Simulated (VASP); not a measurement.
Input of a VASP 6.6.1 run:

File POSCAR:

```
SnO2
1.0
    4.9733645907      0.0000000000      0.0000000000
    0.0000000000      4.9733645907      0.0000000000
    0.0000000000      0.0000000000      3.1182161303
Sn O
2 4
Direct
    0.5000000000      0.5000000000      0.5000000000
    0.0000000000      0.0000000000      0.0000000000
    0.1924142117      0.8075857883      0.5000000000
    0.8075857883      0.1924142117      0.5000000000
    0.3075857883      0.3075857883      0.0000000000
    0.6924142117      0.6924142117      0.0000000000
```

The input INCAR.step1:

```
SYSTEM = SnO2
ALGO     = Normal         ! electronic algorithm
EDIFF    = 1E-4           ! SCF threshold, eV
ENCUT    = 520            ! plane-wave cutoff, eV
GGA      = PE             ! functional
ISMEAR   = 0              ! smearing method
LASPH    = .TRUE.         ! aspherical terms in the spheres
LCHARG   = .FALSE.        ! write CHGCAR
LREAL    = .FALSE.        ! projectors in reciprocal space
LWAVE    = .TRUE.         ! write WAVECAR
NBANDS   = 35             ! bands
NELM     = 80             ! most SCF steps
PREC     = Accurate       ! precision mode
SIGMA    = 0.02           ! smearing width, eV
```

INCAR.step2

```
SYSTEM = SnO2
ALGO     = Normal         ! electronic algorithm
EDIFF    = 1E-6           ! SCF threshold, eV
ENCUT    = 520            ! plane-wave cutoff, eV
ISIF     = 2              ! what is computed and relaxed
ISMEAR   = 0              ! smearing method
ISTART   = 1            
LASPH    = .TRUE.         ! aspherical terms in the spheres
LCHARG   = .TRUE.         ! write CHGCAR
LELF     = .TRUE.         ! ELF
LMIXTAU  = .TRUE.       
LREAL    = .FALSE.        ! projectors in reciprocal space
LVHAR    = .TRUE.       
LWAVE    = .FALSE.        ! write WAVECAR
METAGGA  = R2SCAN         ! meta-GGA
NBANDS   = 35             ! bands
NELM     = 80             ! most SCF steps
PREC     = Accurate       ! precision mode
SIGMA    = 0.02           ! smearing width, eV
```

File KPOINTS:

```
k-points
0
G
  6 6 8
  0 0 0
```

Potentials or basis: VASP PAW PBE potentials, release 64 (Sn_d, O).

Command:

```bash
$ cat potpaw_PBE.64/Sn_d/POTCAR potpaw_PBE.64/O/POTCAR > POTCAR
$ cp INCAR.step1 INCAR
$ mpirun -np 1 vasp_std > vasp.out
$ cp INCAR.step2 INCAR
$ mpirun -np 1 vasp_std > vasp.out
```

Problem. Predict the band gap on the k mesh.

Solution. 1.41 eV, direct.

Problem. Estimate the pressure.

Solution. -7.0 GPa.

Stress tensor (GPa, compression positive):
```
-11.20   0.00   0.00
  0.00 -11.20   0.00
  0.00   0.00   1.47
```

Caveat: the PAW data sets were made with another functional, which shifts forces and pressure a little; spin-orbit coupling is left out, which moves the levels of the heavy elements. r2SCAN opens gaps a little over a GGA but as a rule still falls short of measured ones.
